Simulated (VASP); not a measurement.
Set up this calculation in VASP 6.6.1, as the native input.

| Property | Result |
| --- | --- |
| Task | single point |
| Functional | PBEsol |
| Potentials or basis | VASP PAW PBE potentials, release 64 (Br) |
| Cutoff | 520 eV |
| k mesh | 7 × 7 × 7 |
| Occupations | fermi-dirac, width 0.15 eV |
| Spin | no spin polarisation |
| Dipole correction | no |
| Further INCAR settings | ALGO = Normal; EDIFF = 1e-06; NBANDS = 18 |

The structure of Br lies in POSCAR:

```
Br
1.0
    4.5976400000      0.0000000000      0.0000000000
    0.0000000000      4.5976400000      0.0000000000
    0.0000000000      0.0000000000      4.5976400000
Br
3
Direct
    0.5000000000      0.0000000000      0.0000000000
    0.0000000000      0.5000000000      0.0000000000
    0.0000000000      0.0000000000      0.5000000000
```

The input as run:

INCAR

```
SYSTEM = Br
  ALGO = Normal
  EDIFF = 1E-6
  ENCUT = 520
  GGA = PS
  ISIF = 2
  ISMEAR = -1
  LASPH = .True.
  LCHARG = .False.
  LREAL = .False.
  LWAVE = .False.
  NBANDS = 18
  NELM = 80
  PREC = Accurate
  SIGMA = 0.15
```

KPOINTS

```
k-points
0
Gamma
  7 7 7
  0 0 0
```

Potentials or basis: VASP PAW PBE potentials, release 64 (Br).

Launch:

```console
$ cat potpaw_PBE.64/Br/POTCAR > POTCAR
$ mpirun -np 1 vasp_std > vasp.out
```

It gave:

```yaml
Pressure: -2.3 GPa
```

Caveat: the PAW data sets were made with another functional, which shifts forces and pressure a little; an odd number of electrons without spin polarisation forces a metal; a magnetic or distorted state may lie lower.

It took 27 s on 1 thread of Intel Xeon 6975P-C (shared host), peak memory 0.2 GiB.
